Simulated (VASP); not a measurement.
Write the native input for VASP 6.6.1 that does the following.

```
Task                   : single point
Functional             : r2SCAN
Potentials or basis    : VASP PAW PBE potentials, release 64 (Mg, O)
Cutoff                 : 520 eV
k mesh                 : 12 × 12 × 12
Occupations            : gaussian, width 0.05 eV
Spin                   : no spin polarisation
Dipole correction      : no
Further INCAR settings : ALGO = Normal; EDIFF = 1e-06; NBANDS = 14
```

Crystal: MgO2.

```xyz
3
Lattice="1.6449 0.9497 3.4940 -1.6449 0.9497 3.4940 0.0000 -1.8993 3.4940" Properties=species:S:1:pos:R:3 pbc="T T T"
Mg    0.0000    0.0000    0.0000
O     0.0000    0.0000    4.4945
O     0.0000    0.0000    5.9874
```

This cell differs from its parent crystal: strain +0.025 along x and y, +0.000 along z.

These files were run (other wordings do the same):

POSCAR

```
MgO2
1.0
    1.6448800414      0.9496719347      3.4939788749
   -1.6448800414      0.9496719347      3.4939788749
    0.0000000000     -1.8993438694      3.4939788749
Mg O
1 2
Direct
    0.0000000000      0.0000000000      0.0000000000
    0.4287860000      0.4287860000      0.4287860000
    0.5712140000      0.5712140000      0.5712140000
```

INCAR.step1

```
SYSTEM = MgO2
PREC = Accurate ; ENCUT = 520
ISMEAR = 0 ; SIGMA = 0.05
LREAL = .FALSE. ; LASPH = .TRUE.
NELM = 60 ; NBANDS = 14
GGA = PE ; ALGO = Normal
EDIFF = 1E-4 ; LWAVE = .TRUE.
LCHARG = .FALSE.
```

INCAR.step2

```
SYSTEM = MgO2
PREC = Accurate ; ENCUT = 520
EDIFF = 1E-6 ; ISMEAR = 0
SIGMA = 0.05 ; LREAL = .FALSE.
LASPH = .TRUE. ; NELM = 60
ALGO = Normal ; ISIF = 2
LWAVE = .FALSE. ; LCHARG = .FALSE.
METAGGA = R2SCAN ; LMIXTAU = .TRUE.
NBANDS = 14 ; ISTART = 1
```

KPOINTS

```
Automatic mesh
0
G
  12 12 12
  0 0 0
```

Potentials or basis: VASP PAW PBE potentials, release 64 (Mg, O).

Run with:

```console
$ cat potpaw_PBE.64/Mg/POTCAR potpaw_PBE.64/O/POTCAR > POTCAR
$ cp INCAR.step1 INCAR
$ mpirun -np 1 vasp_std > vasp.out
$ cp INCAR.step2 INCAR
$ mpirun -np 1 vasp_std > vasp.out
```

It gave:

```
Pressure               : -10.0 GPa
Largest force          : 0.329 eV/Å
Band gap on the k mesh : 2.97 eV
```

Caveat: the cell differs from its parent crystal (strain +0.025 along x and y, +0.000 along z); the cell stands under tension; the PAW data sets were made with another functional, which shifts forces and pressure a little.

Run time: 9 min on 1 thread of Intel Xeon 8259CL, on a shared host, peak memory 0.23 GiB.
